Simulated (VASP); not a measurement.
# Si5Sn (P6/mmm) in VASP: a series of runs

Si5Sn is run at these levels: PBE; tasks: relaxation of cell and atoms, single point.

All numbers are computed with VASP 6.6.1; they aren't measurements. Logs are shortened: lines on timing, memory, paths and dates and some standing lists are left out, and cuts for length are marked.

**1. The cell of the first run**

Symmetry: P6/mmm, No. 191, hexagonal system. Conventional cell: a = 5.603 Å, b = 5.603 Å, c = 4.268 Å, α = 90.00°, β = 90.00°, γ = 120.00°. Within 3.5 Å of Si (site symmetry -6m2) lie 9 Si at 2.68 to 3.24 Å and 3 Sn at 3.24 Å. Si (site symmetry mmm) has 8 Si at 2.68 to 2.80 Å within 3.5 Å. Sn (site symmetry 6/mmm) has 18 Si at 3.24 to 3.52 Å and 2 Sn at 4.27 Å within 4.3 Å.

**2. Relaxation of cell and atoms, PBE**

INCAR

```
  PREC = Accurate
  ENCUT = 600
  EDIFF = 1E-7
  ISMEAR = 0
  SIGMA = 0.1
  LREAL = F
  LASPH = T
  NELM = 80
  ALGO = Normal
  ISIF = 3
  LWAVE = F
  LCHARG = F
  GGA = PE
  IBRION = 2
  NSW = 90
  EDIFFG = -0.04
```

KPOINTS

```
Automatic mesh
0
Gamma
  6 6 4
```

POSCAR

```
Si5Sn
1.0
    5.6033606300      0.0000000000      0.0000000000
   -2.8016803200      4.8526526500      0.0000000000
    0.0000000000      0.0000000000      4.2683256600
Si Sn
5 1
Direct
    0.3333333300      0.6666666700      0.0000000000
    0.6666666700      0.3333333300      0.0000000000
    0.5000000000      0.0000000000      0.5000000000
    0.5000000000      0.5000000000      0.5000000000
    0.0000000000      0.5000000000      0.5000000000
    0.0000000000      0.0000000000      0.0000000000
```

Potentials or basis: VASP PAW PBE potentials, release 64 (Si, Sn_d).

Launch:

```sh
cat potpaw_PBE.64/Si/POTCAR potpaw_PBE.64/Sn_d/POTCAR > POTCAR
mpirun -np 1 vasp_std > vasp.out
```

OUTCAR:

```text
PREC = Accurate
   ENCUT = 600
   EDIFF = 1E-7
   ISMEAR = 0
   LREAL = F
   LASPH = T
   NELM = 80
   ISIF = 3
   GGA = PE
   IBRION = 2
   NSW = 90
   EDIFFG = -0.04

 ion  position               nearest neighbor table
   1  0.333  0.667  0.000-   5 2.68   5 2.68   3 2.68   3 2.68   4 2.68   4 2.68   6 3.24   6 3.24
                             6 3.24
   2  0.667  0.333  0.000-   5 2.68   5 2.68   3 2.68   3 2.68   4 2.68   4 2.68   6 3.24   6 3.24
                             6 3.24
   3  0.500  0.000  0.500-   1 2.68   2 2.68   1 2.68   2 2.68   5 2.80   5 2.80   4 2.80   4 2.80

   4  0.500  0.500  0.500-   1 2.68   2 2.68   1 2.68   2 2.68   5 2.80   5 2.80   3 2.80   3 2.80

   5  0.000  0.500  0.500-   1 2.68   2 2.68   1 2.68   2 2.68   3 2.80   3 2.80   4 2.80   4 2.80

   6  0.000  0.000  0.000-   1 3.24   2 3.24   2 3.24   1 3.24   2 3.24   1 3.24

  LATTYP: Found a hexagonal cell.
 ALAT       =     5.6033606300
 C/A-ratio  =     0.7617438787

  Lattice vectors:

 A1 = (   5.6033606300,   0.0000000000,   0.0000000000)
 A2 = (  -2.8016803200,   4.8526526500,   0.0000000000)
 A3 = (   0.0000000000,   0.0000000000,   4.2683256600)

Analysis of symmetry for initial positions (statically):
=====================================================================
 Subroutine PRICEL returns:
 Original cell was already a primitive cell.

 Routine SETGRP: Setting up the symmetry group for a
 hexagonal supercell.

 Subroutine GETGRP returns: Found 24 space group operations
 (whereof 24 operations were pure point group operations)
 out of a pool of 24 trial point group operations.

The static configuration has the point symmetry D_6h.

Analysis of symmetry for dynamics (positions and initial velocities):
=====================================================================
 Subroutine PRICEL returns:
 Original cell was already a primitive cell.

 Routine SETGRP: Setting up the symmetry group for a
 hexagonal supercell.

 Subroutine GETGRP returns: Found 24 space group operations
 (whereof 24 operations were pure point group operations)
 out of a pool of 24 trial point group operations.

The dynamic configuration has the point symmetry D_6h.

 Subroutine INISYM returns: Found 24 space group operations
 (whereof 24 operations are pure point group operations),
 and found     1 'primitive' translations

----------------------------------------------------------------------------------------

                                     Primitive cell

  volume of cell :     116.0607

  direct lattice vectors                    reciprocal lattice vectors
     5.603360630  0.000000000  0.000000000     0.178464330  0.103036429  0.000000000
    -2.801680320  4.852652650  0.000000000     0.000000000  0.206072858  0.000000000
     0.000000000  0.000000000  4.268325660     0.000000000  0.000000000  0.234283904

  length of vectors
     5.603360630  5.603360631  4.268325660     0.206072858  0.206072858  0.234283904

  position of ions in fractional coordinates (direct lattice)
     0.333333330  0.666666670  0.000000000
     0.666666670  0.333333330  0.000000000
     0.500000000  0.000000000  0.500000000
     0.500000000  0.500000000  0.500000000
     0.000000000  0.500000000  0.500000000
     0.000000000  0.000000000  0.000000000

  ion indices of the primitive-cell ions
   primitive index   ion index
                 1           1
                 2           2
                 3           3
                 4           4
                 5           5
                 6           6

----------------------------------------------------------------------------------------

 KPOINTS: Automatic mesh

Automatic generation of k-mesh.
 Grid dimensions read from file:
 generate k-points for:    6    6    4

 Generating k-lattice:

  Cartesian coordinates                     Fractional coordinates (reciprocal lattice)
     0.029744055  0.017172738  0.000000000     0.166666667  0.000000000  0.000000000
     0.000000000  0.034345476  0.000000000     0.000000000  0.166666667  0.000000000
     0.000000000  0.000000000  0.058570976     0.000000000  0.000000000  0.250000000

  Length of vectors
     0.034345476  0.034345476  0.058570976

  Shift w.r.t. Gamma in fractional coordinates (k-lattice)
     0.000000000  0.000000000  0.000000000

 Subroutine IBZKPT returns following result:
 ===========================================

 Found     21 irreducible k-points:

 Following reciprocal coordinates:
            Coordinates               Weight
  0.000000  0.000000  0.000000      1.000000
  0.166667  0.000000  0.000000      6.000000
  0.333333  0.000000  0.000000      6.000000
  0.500000  0.000000  0.000000      3.000000
  0.166667  0.166667  0.000000      6.000000
  0.333333  0.166667  0.000000     12.000000
[... 13 lines left out ...]
  0.333333  0.166667  0.500000     12.000000
  0.333333  0.333333  0.500000      2.000000
   k-points           NKPTS =     21   k-points in BZ     NKDIM =     21   number of bands    NBANDS=     21
   number of dos      NEDOS =    301   number of ions     NIONS =      6
   total plane-waves  NPLWV =  82944
   dimension x,y,z NGX =    48 NGY =   48 NGZ =   36
   dimension x,y,z NGXF=    96 NGYF=   96 NGZF=   72
   ions per type =               5   1
   NGX,Y,Z   is equivalent  to a cutoff of  14.24, 14.24, 14.02 a.u.
   NGXF,Y,Z  is equivalent  to a cutoff of  28.48, 28.48, 28.04 a.u.
 SYSTEM =  unknown system
   PREC   = accura    normal or accurate (medium, high low for compatibility)
   ISTART =      0    job   : 0-new  1-cont  2-samecut
   ICHARG =      2    charge: 1-file 2-atom 10-const
   ISPIN  =      1    spin polarized calculation?
   LNONCOLLINEAR =      F non collinear calculations
   LSORBIT =      F    spin-orbit coupling
   LASPH  =      T    aspherical Exc in radial PAW
   ENCUT  =  600.0 eV  44.10 Ry    6.64 a.u.  11.19 11.19  8.52*2*pi/ulx,y,z
   NELM   =     80;   NELMIN=  2; NELMDL= -5     # of ELM steps
   EDIFF  = 0.1E-06   stopping-criterion for ELM
   LREAL  =      F    real-space projection
   EDIFFG = -.4E-01   stopping-criterion for IOM
   NSW    =     90    number of steps for IOM
   IBRION =      2    ionic relax: 0-MD 1-quasi-New 2-CG
   NFREE  =      1    steps in history (QN), initial steepest desc. (CG)
   ISIF   =      3    stress and relaxation
   ISYM   =      2    0-nonsym 1-usesym 2-fastsym
   POTIM  = 0.5000    time-step for ionic-motion
   TEBEG  =    0.0;   TEEND  =   0.0 temperature during run
   PSTRESS=    0.0 pullay stress
   NELECT =      34.0000    total number of electrons
   NUPDOWN=      -1.0000    fix difference up-down
   EMIN   =  10.00;   EMAX   =-10.00  energy-range for DOS
   EFERMI =   0.00;   METHOD = LEGACY
   ISMEAR =     0;   SIGMA  =   0.10  broadening in eV -4-tet -1-fermi 0-gaus
   EFERMI_NEDOS =   21; number of points for ismear=-14 and -15
   IALGO  =     38    algorithm
   IMIX   =      4    mixing-type and parameters
     AMIX     =   0.40;   BMIX     =  1.00
     AMIX_MAG =   1.60;   BMIX_MAG =  1.00
  volume/ion in A,a.u.               =      19.34       130.54
  Fermi-wavevector in a.u.,A,eV,Ry     =   1.087275  2.054652 16.084354  1.182167
  Thomas-Fermi vector in A             =   2.223431
   LORBIT       =      0    0 simple, 1 ext, 2 COOP (PROOUT), +10 PAW based schemes
   GGA     = PE    functional components
   LHFCALC =     F    Hartree Fock is set to
   AEXX    =    0.0000 exact exchange contribution
   IVDW    =     0    specifies the selected vdW correction
   LEPSILON=     F    determine dielectric tensor
   LRPA    =     F    only Hartree local field effects (RPA)
 conjugate gradient relaxation of ions
 non-spin polarized calculation
 Gauss-broadening in eV      SIGMA  =   0.10
  energy-cutoff  :      600.00
  volume of cell :      116.06
 maximum number of plane-waves:      3942
 NGX is ok and might be reduce to    48
   NGX = 23   NGY = 23   NGZ = 17

--------------------------------------- Ionic step        1  -------------------------------------------

 number of electron      34.0000004 magnetization

 Free energy of the ion-electron system (eV)
  ---------------------------------------------------
  ext. energy  EPLUGINS =         0.00000000
  ---------------------------------------------------
  free energy    TOTEN  =       -27.39607234 eV

  energy without entropy =      -27.37389817  energy(sigma->0) =      -27.38498526

------------------------ aborting loop because EDIFF is reached ----------------------------------------

  FORCE on cell =-STRESS in cart. coord.  units (eV):
  Direction    XX          YY          ZZ          XY          YZ          ZX
  --------------------------------------------------------------------------------------
  -------------------------------------------------------------------------------------
  Total       -2.8667863     -2.8667863     -6.9603167      0.0000000     -0.0000000      0.0000000
  in kB      -39.5749686    -39.5749685    -96.0847041      0.0000000     -0.0000000      0.0000000
  external PRESSURE =     -58.4115471 kB  Pullay stress =       0.0000000 kB
[... 101 lines left out ...]
  FREE ENERGIE OF THE ION-ELECTRON SYSTEM (eV)
  ---------------------------------------------------
  free  energy   TOTEN  =       -27.7794192516 eV

  energy  without entropy=      -27.7702389617  energy(sigma->0) =      -27.77482911

[... ionic steps 4 to 15 ...]

--------------------------------------- Ionic step       16  -------------------------------------------

 number of electron      33.9999997 magnetization

------------------------ aborting loop because EDIFF is reached ----------------------------------------

  FORCE on cell =-STRESS in cart. coord.  units (eV):
  Direction    XX          YY          ZZ          XY          YZ          ZX
  --------------------------------------------------------------------------------------
  -------------------------------------------------------------------------------------
  Total        0.0233585      0.0233585      0.3295989     -0.0000000     -0.0000000      0.0000000
  in kB        0.3458138      0.3458138      4.8795783     -0.0000000     -0.0000000      0.0000000
  external PRESSURE =       1.8570686 kB  Pullay stress =       0.0000000 kB
[... 65 lines left out ...]
  energy  without entropy=      -27.9476135204  energy(sigma->0) =      -27.95631825

--------------------------------------- Ionic step       18  -------------------------------------------

 number of electron      33.9999997 magnetization

 Free energy of the ion-electron system (eV)
  ---------------------------------------------------
  ext. energy  EPLUGINS =         0.00000000
  ---------------------------------------------------
  free energy    TOTEN  =       -27.96522548 eV

  energy without entropy =      -27.94839408  energy(sigma->0) =      -27.95680978

 E-fermi :   8.4628     XC(G=0): -10.5569

 val. band max:        8.4418003906   @ k =   0.3333   0.1667   0.5000
 cond. band min:       8.5404196619   @ k =   0.3333   0.1667   0.2500
 fundamental gap:      0.0986192713
 Fermi energy:         8.4627560546

 k-point     1 :       0.0000    0.0000    0.0000
  band No.  band energies     occupation
      1     -13.1565      2.00000
      2     -13.1538      2.00000
      3     -13.1538      2.00000
      4     -13.1267      2.00000
      5     -13.1267      2.00000
      6      -4.8979      2.00000
[... 526 lines left out ...]
  FREE ENERGIE OF THE ION-ELECTRON SYSTEM (eV)
  ---------------------------------------------------
  free  energy   TOTEN  =       -27.9652254792 eV

  energy  without entropy=      -27.9483940793  energy(sigma->0) =      -27.95680978

 reached required accuracy - stopping structural energy minimisation
```

Run time: 14 min. Hardware: 1 thread of Intel Xeon Platinum 8488C (Sapphire Rapids), shared host; peak memory 0.32 GiB.

Results:

* Free energy: -27.9652 eV
* Relaxed volume: 18.07 Å³/atom
* Relaxed cell: a = 5.774 Å, b = 5.774 Å, c = 3.756 Å, α = 90.00°, β = 90.00°, γ = 120.00°
* Space group after relaxing (to 0.05 Å): P6/mmm (No. 191)
* Energy gained by relaxing: 94.9 meV/atom
* Ionic steps: 18
* Pressure after relaxing: 0.0 GPa
* Band gap on the k mesh: zero (band 17 reaches 9.32 eV, above the bottom of band 18 at 6.01 eV)

Step by step:
| step | energy change (eV) | largest force (eV/Å) | pressure (GPa) | volume (Å³) |
| --- | --- | --- | --- | --- |
| 1 | 0.0000 | 0.0000 | -5.84 | 116.06 |
| 2 | -0.3643 | 0.0000 | -0.06 | 104.57 |
| 3 | -0.3833 | 0.0000 | 3.29 | 100.81 |
| 4 | -0.3877 | 0.0000 | 2.02 | 102.12 |
| 5 | -0.4336 | 0.0000 | 5.65 | 100.07 |
| 6 | -0.4597 | 0.0000 | 3.85 | 100.96 |
| 7 | -0.5425 | 0.0000 | 0.09 | 106.52 |
| 8 | -0.5445 | 0.0000 | -0.65 | 107.82 |
| 9 | -0.5446 | 0.0000 | -0.54 | 107.61 |
| 10 | -0.5554 | 0.0000 | 0.00 | 107.67 |
| 11 | -0.5601 | 0.0000 | 0.20 | 107.70 |
| 12 | -0.5681 | 0.0000 | 0.42 | 107.74 |
| 13 | -0.5672 | 0.0000 | 0.55 | 107.74 |
| 14 | -0.5682 | 0.0000 | 0.44 | 107.74 |
| 15 | -0.5676 | 0.0000 | -0.15 | 108.88 |
| 16 | -0.5689 | 0.0000 | 0.19 | 108.22 |
| 17 | -0.5690 | 0.0000 | -0.15 | 108.62 |
| 18 | -0.5692 | 0.0000 | 0.01 | 108.44 |

Final structure:
```yaml
crystal:
  lattice:
    - [5.77373, 0.00000, 0.00000]
    - [-2.88687, 5.00020, 0.00000]
    - [0.00000, 0.00000, 3.75607]
  atoms:
    - { symbol: Si, position: [0.33333, 0.66667, 0.00000] }
    - { symbol: Si, position: [0.66667, 0.33333, 0.00000] }
    - { symbol: Si, position: [0.50000, 0.00000, 0.50000] }
    - { symbol: Si, position: [0.50000, 0.50000, 0.50000] }
    - { symbol: Si, position: [0.00000, 0.50000, 0.50000] }
    - { symbol: Sn, position: [0.00000, 0.00000, 0.00000] }
```

Caveat: the k points lie up to 0.42 Å⁻¹ apart in the final cell; spin-orbit coupling is left out, which moves the levels of the heavy elements.

**3. Single point, PBE**

This run uses another cell than the first one, of 17.89 Å³/atom, 0.925 times its volume.

INCAR

```
  PREC = Accurate
  ENCUT = 520
  EDIFF = 1E-7
  ISMEAR = 0
  SIGMA = 0.1
  LREAL = F
  LASPH = T
  NELM = 100
  ALGO = Normal
  ISIF = 2
  LWAVE = F
  LCHARG = T
  GGA = PE
  LELF = T
  LVHAR = T
  NBANDS = 26
```

KPOINTS

```
Automatic mesh
0
Gamma
  12 12 10
```

POSCAR

```
Si5Sn
1.0
    5.6834393181      0.0000000000      0.0000000000
   -2.8417196591      4.9220028304      0.0000000000
    0.0000000000      0.0000000000      3.8379644285
Si Sn
5 1
Direct
    0.3333333333      0.6666666667      0.0000000000
    0.6666666667      0.3333333333      0.0000000000
    0.5000000000      0.0000000000      0.5000000000
    0.5000000000      0.5000000000      0.5000000000
    0.0000000000      0.5000000000      0.5000000000
    0.0000000000      0.0000000000      0.0000000000
```

Potentials or basis: VASP PAW PBE potentials, release 64 (Si, Sn_d).

Launch:

```sh
cat potpaw_PBE.64/Si/POTCAR potpaw_PBE.64/Sn_d/POTCAR > POTCAR
mpirun -np 1 vasp_std > vasp.out
```

Run time: 5 min. Hardware: 1 thread of Intel Xeon Platinum 8488C (Sapphire Rapids), shared host; peak memory 0.4 GiB.

The run converged. Its results:

| Quantity | Value |
| --- | --- |
| Free energy | -27.8425 eV |
| Pressure | -0.1 GPa |
| Band gap on the k mesh | zero (band 17 reaches 9.53 eV, above the bottom of band 18 at 6.05 eV) |

Levels at points of the mesh, in eV from the Fermi level:
```
           k point  band 13  band 14  band 15  band 16  band 17  band 18  band 19  band 20  band 21  band 22
(0.00, 0.00, 0.00)    -4.45    -2.70    -0.71     0.70     0.70     1.29     2.79     2.79     2.85     2.85
(0.50, 0.00, 0.00)    -2.81    -1.99    -1.90    -1.64    -0.90     0.48     0.59     1.17     1.61     1.84
(0.00, 0.00, 0.50)    -4.73    -4.73    -2.85    -2.85    -2.55    -2.55    -1.75     4.79     4.79     5.47
(0.50, 0.00, 0.50)    -5.00    -1.35    -0.90    -0.68    -0.48    -0.19     0.66     0.82     0.84     2.72
```

Caveat: spin-orbit coupling is left out, which moves the levels of the heavy elements.

**4. Relaxation of cell and atoms, PBE**

This run uses another cell than the first one, of 18.15 Å³/atom, 0.938 times its volume.

INCAR

```
SYSTEM = Si5Sn
PREC = Accurate
ENCUT = 600
EDIFF = 1E-6
ISMEAR = 0
SIGMA = 0.1
LREAL = .False.
LASPH = .True.
NELM = 100
ALGO = Normal
ISIF = 3
LWAVE = .False.
LCHARG = .False.
GGA = PE
IBRION = 2
NSW = 100
EDIFFG = -0.01
```

KPOINTS

```
Automatic mesh
0
Gamma
  6 6 10
  0 0 0
```

POSCAR, as its differences from that of step 3:

```diff
@@ -2,5 +2,5 @@
 1.0
-    5.6834393181      0.0000000000      0.0000000000
-   -2.8417196591      4.9220028304      0.0000000000
-    0.0000000000      0.0000000000      3.8379644285
+    5.7854291203      0.0000000000      0.0000000000
+   -2.8927145602      5.0103285900      0.0000000000
+    0.0000000000      0.0000000000      3.7564658469
 Si Sn
```

Launch:

```sh
cat potpaw_PBE.64/Si/POTCAR potpaw_PBE.64/Sn_d/POTCAR > POTCAR
mpirun -np 1 vasp_std > vasp.out
```

Wall time 8.7 min (1 thread of Intel Xeon Platinum 8488C (Sapphire Rapids), shared host); peak memory 0.32 GiB.

Results (log left out):

```
Free energy                            : -27.8092 eV
Relaxed volume                         : 17.89 Å³/atom
Relaxed cell                           : a = 5.678 Å, b = 5.678 Å, c = 3.846 Å, α = 90.00°, β = 90.00°, γ = 120.00°
Space group after relaxing (to 0.05 Å) : P6/mmm (No. 191)
Energy gained by relaxing              : 7.0 meV/atom
Ionic steps                            : 9
Pressure after relaxing                : 0.0 GPa
Band gap on the k mesh                 : zero (band 17 reaches 9.52 eV, above the bottom of band 18 at 6.05 eV)
```

Stress tensor (GPa, compression positive):
```
-0.05  0.00  0.00
 0.00 -0.05  0.00
 0.00  0.00  0.09
```

Step by step:
```tsv
step	energy change (eV)	largest force (eV/Å)	pressure (GPa)	volume (Å³)
1	0.0000	0.0000	-0.17	108.89
2	-0.0182	0.0000	-0.16	108.58
3	-0.0379	0.0000	-0.54	107.59
4	-0.0415	0.0000	-0.29	107.92
5	-0.0417	0.0000	-0.32	107.86
6	-0.0417	0.0000	-0.31	107.88
7	-0.0420	0.0000	0.18	107.07
8	-0.0422	0.0000	0.01	107.35
9	-0.0422	0.0000	0.00	107.36
```

Final structure:
```
Si Sn
1.0
     5.67779    0.00000    0.00000
    -2.83890    4.91711    0.00000
     0.00000    0.00000    3.84550
Si Sn
5 1
Direct
  0.33333 0.66667 0.00000
  0.66667 0.33333 0.00000
  0.50000 0.00000 0.50000
  0.50000 0.50000 0.50000
  0.00000 0.50000 0.50000
  0.00000 0.00000 0.00000
```

Levels at points of the mesh, in eV from the Fermi level:
| k point | band 13 | band 14 | band 15 | band 16 | band 17 | band 18 | band 19 | band 20 | band 21 |
| --- | --- | --- | --- | --- | --- | --- | --- | --- | --- |
| (0.00, 0.00, 0.00) | -4.47 | -2.74 | -0.71 | 0.69 | 0.69 | 1.26 | 2.76 | 2.89 | 2.89 |
| (0.50, 0.00, 0.00) | -2.82 | -1.97 | -1.94 | -1.62 | -0.93 | 0.47 | 0.60 | 1.20 | 1.59 |
| (0.00, 0.00, 0.50) | -4.73 | -4.73 | -2.85 | -2.85 | -2.55 | -2.55 | -1.74 | 4.82 | 4.82 |
| (0.50, 0.00, 0.50) | -5.00 | -1.33 | -0.88 | -0.67 | -0.47 | -0.19 | 0.67 | 0.83 | 0.85 |

Caveat: spin-orbit coupling is left out, which moves the levels of the heavy elements.

**5. Overview**

```csv
task,cell,k mesh,cutoff (eV),gap on the mesh (eV),pressure (GPa),relaxed volume (Å³/atom)
relaxation of cell and atoms,"relaxed from a = 5.603, b = 5.603, c = 4.268 Å, angles 90.0, 90.0, 120.0°, 6 atoms",6 × 6 × 4,600,none,0.0,18.07
single point,"a = 5.683, b = 5.683, c = 3.838 Å, angles 90.0, 90.0, 120.0°, 6 atoms",12 × 12 × 10,520,none,-0.1,-
relaxation of cell and atoms,"relaxed from a = 5.785, b = 5.785, c = 3.756 Å, angles 90.0, 90.0, 120.0°, 6 atoms",6 × 6 × 10,600,none,0.0,17.89
```

Alike in all rows: level PBE; potentials or basis VASP PAW PBE potentials, release 64 (Si, Sn_d); no spin polarisation; smearing gaussian 0.1 eV.

Caveats: some runs use coarse meshes; spin-orbit coupling is left out, which moves the levels of the heavy elements.

Total energies depend on the potentials used, so only differences within one code and one set of settings carry meaning.
